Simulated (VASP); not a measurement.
Write the native input for VASP 6.6.1 that does the following.

```yaml
Task: single point
Functional: r2SCAN
Potentials_or_basis: VASP PAW PBE potentials, release 64 (Os)
Cutoff: 520 eV
k_mesh: 21 × 21 × 6
Occupations: gaussian, width 0.1 eV
Spin: no spin polarisation
Dipole_correction: no
Further_INCAR_settings: ALGO = Normal; EDIFF = 1e-06; NBANDS = 24
```

Crystal: Os.

```xyz
4
Lattice="2.7229 0.0000 0.0000 -1.3614 2.3581 0.0000 0.0000 0.0000 8.7593" Properties=species:S:1:pos:R:3 pbc="T T T"
Os    0.0000    0.0000    0.0000
Os    0.0000    0.0000    4.3797
Os    0.0000    1.5721    6.5695
Os    1.3614    0.7860    2.1898
```

These files were run (other wordings do the same):

POSCAR

```
Os
1.0
    2.7228768595      0.0000000000      0.0000000000
   -1.3614384297      2.3580805318      0.0000000000
    0.0000000000      0.0000000000      8.7593034834
Os
4
Direct
    0.0000000000      0.0000000000      0.0000000000
    0.0000000000      0.0000000000      0.5000000000
    0.3333333333      0.6666666667      0.7500000000
    0.6666666667      0.3333333333      0.2500000000
```

INCAR.step1

```
SYSTEM = Os
ALGO = Normal
EDIFF = 1E-4
ENCUT = 520
GGA = PE
ISMEAR = 0
LASPH = .True.
LCHARG = .False.
LREAL = .False.
LWAVE = .True.
NBANDS = 24
NELM = 100
PREC = Accurate
SIGMA = 0.1
```

INCAR.step2

```
SYSTEM = Os
ALGO = Normal
EDIFF = 1E-6
ENCUT = 520
ISIF = 2
ISMEAR = 0
ISTART = 1
LASPH = .True.
LCHARG = .True.
LELF = .True.
LMIXTAU = .True.
LREAL = .False.
LVHAR = .True.
LWAVE = .False.
METAGGA = R2SCAN
NBANDS = 24
NELM = 100
PREC = Accurate
SIGMA = 0.1
```

KPOINTS

```
k-points
0
Gamma
  21 21 6
  0 0 0
```

Potentials or basis: VASP PAW PBE potentials, release 64 (Os).

Launch:

```console
$ cat potpaw_PBE.64/Os/POTCAR > POTCAR
$ cp INCAR.step1 INCAR
$ mpirun -np 1 vasp_std > vasp.out
$ cp INCAR.step2 INCAR
$ mpirun -np 1 vasp_std > vasp.out
```

Results of the run:

```yaml
Pressure: 1.0 GPa
Band_gap_on_the_k_mesh: zero (bands 16 and 17 overlap by 3.87 eV)
```

Caveat: the PAW data sets were made with another functional, which shifts forces and pressure a little; spin-orbit coupling is left out, which moves the levels of the heavy elements.

Wall time 11 min on 1 thread of Intel(R) Xeon(R) Platinum 8259CL CPU @ 2.50GHz (Skylake/Cascade Lake), on a shared host, peak memory 0.32 GiB.
